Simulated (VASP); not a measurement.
# ScAl4As: single point with PBE

Crystal: ScAl4As.

```
Sc Al As
1.0
     0.00000    3.85067    3.85067
     3.85067    0.00000    3.85067
     3.85067    3.85067    0.00000
Sc Al As
1 4 1
Direct
  0.25000 0.25000 0.25000
  0.62422 0.12733 0.62422
  0.62422 0.62422 0.12733
  0.62422 0.62422 0.62422
  0.12733 0.62422 0.62422
  0.00000 0.00000 0.00000
```

The cell was built from a structure type or drawn by symmetry, and may not be a known phase.

* Program: VASP 6.6.1
* Task: single point
* Functional: PBE
* Potentials or basis: VASP PAW PBE potentials, release 64 (Sc_sv, Al, As)
* Cutoff: 520 eV
* k mesh: 4 × 4 × 4
* Occupations: gaussian, width 0.1 eV
* Spin: no spin polarisation
* Dipole correction: no
* Further INCAR settings: ALGO = Normal; EDIFF = 1e-06; NBANDS = 23

```yaml
Pressure: -3.4 GPa
Largest_force: 0.026 eV/Å
Band_gap_on_the_k_mesh: zero (bands 14 and 15 overlap by 1.45 eV)
```

Forces in eV/Å, atoms in the order of the input:
```
Sc   0.000  0.000  0.000
Al   0.015 -0.015  0.015
Al   0.015  0.015 -0.015
Al  -0.015 -0.015 -0.015
Al  -0.015  0.015  0.015
As   0.000  0.000  0.000
```

Levels at points of the mesh, in eV from the Fermi level:
| k point | band 11 | band 12 | band 13 | band 14 | band 15 | band 16 | band 17 | band 18 |
| --- | --- | --- | --- | --- | --- | --- | --- | --- |
| (0.00, 0.00, 0.00) | -2.00 | -2.00 | -2.00 | -1.00 | -1.00 | -0.08 | -0.08 | -0.08 |
| (0.50, 0.00, 0.00) | -2.74 | -2.74 | -0.13 | -0.13 | -0.08 | 1.66 | 2.20 | 2.20 |
| (0.50, 0.50, 0.00) | -0.33 | -0.11 | -0.11 | 0.27 | 0.75 | 1.58 | 1.81 | 2.20 |

It took 25 s on 1 thread of Intel(R) Xeon(R) Platinum 8488C (Sapphire Rapids), on a shared host, peak memory 0.25 GiB.

Caveat: the cell stands under tension.
